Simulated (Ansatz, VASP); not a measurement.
**Two plane-wave programs on P2Se2O**

```
CELL_PARAMETERS angstrom
4.80681 0.00000 0.00000
-2.40341 4.16282 0.00000
0.00000 0.00000 5.56373
ATOMIC_POSITIONS crystal
P 0.00000 0.00000 0.20830
P 0.00000 0.00000 0.79170
Se 0.33333 0.66667 0.00000
Se 0.66667 0.33333 0.00000
O 0.00000 0.00000 0.50000
```

Alike in both runs: functional PBE; dispersion D3(BJ); k mesh 12 × 12 × 8; occupations gaussian, width 0.1 eV; no spin polarisation.

Ansatz relaxed the structure, and its values are those at the end. VASP's run is a single point on that final structure, the one shown.

|  | VASP | Ansatz |
| --- | --- | --- |
| version | VASP 6.6.1 | Ansatz 0.2.0 |
| potentials or method | VASP PAW PBE potentials, release 64 (P, Se, O), cutoff 520 eV | scalar-relativistic, plane waves, PAW |
| valence electrons in the cell | 28 | 48 |

VASP gave:

| Item | Value |
| --- | --- |
| gap on the k mesh at the Fermi level (eV) | none |
| pressure (GPa) | -0.2 |
| rms of the force components (eV/Å) | 0.055 |

Q: Estimate Ansatz's values.

A: gap on the k mesh at the Fermi level (eV): none; pressure (GPa): 0.0; rms of the force components (eV/Å): 0.000.

A gap of «none» marks a metal or a gap that the smearing closes. VASP's potentials hold 28 valence electrons a cell and Ansatz's 48, so a difference there can come from the potentials and not from the codes.
